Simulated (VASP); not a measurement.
Na, 1 atom in the cell. The structure is cubic, space group Im-3m (No. 229). The conventional cell has a = 4.197 Å, b = 4.197 Å, c = 4.197 Å, α = 90.00°, β = 90.00°, γ = 90.00°. Na (site symmetry m-3m) has 14 Na at 3.63 to 4.20 Å within 4.8 Å. 

- Program: VASP 6.6.1
- Task: single point
- Functional: PBE
- Potentials or basis: VASP PAW PBE potentials, release 64 (Na_pv)
- Cutoff: 520 eV
- k mesh: 11 × 11 × 11
- Occupations: gaussian, width 1 eV
- Spin: no spin polarisation
- Dipole correction: no
- Further INCAR settings: ALGO = Normal; EDIFF = 1e-06; NBANDS = 10

Potentials or basis: VASP PAW PBE potentials, release 64 (Na_pv).

Run with:

```bash
$ cat potpaw_PBE.64/Na_pv/POTCAR > POTCAR
$ mpirun -np 1 vasp_std > vasp.out
```

Hardware: 1 thread of AMD EPYC 7R13, with other jobs on the host.

Question: How long does it take, and how much memory?

Answer: It took 25 s on 1 thread of AMD EPYC 7R13 (shared host), peak memory 0.13 GiB. Counts: scf iterations 9, k points 56.
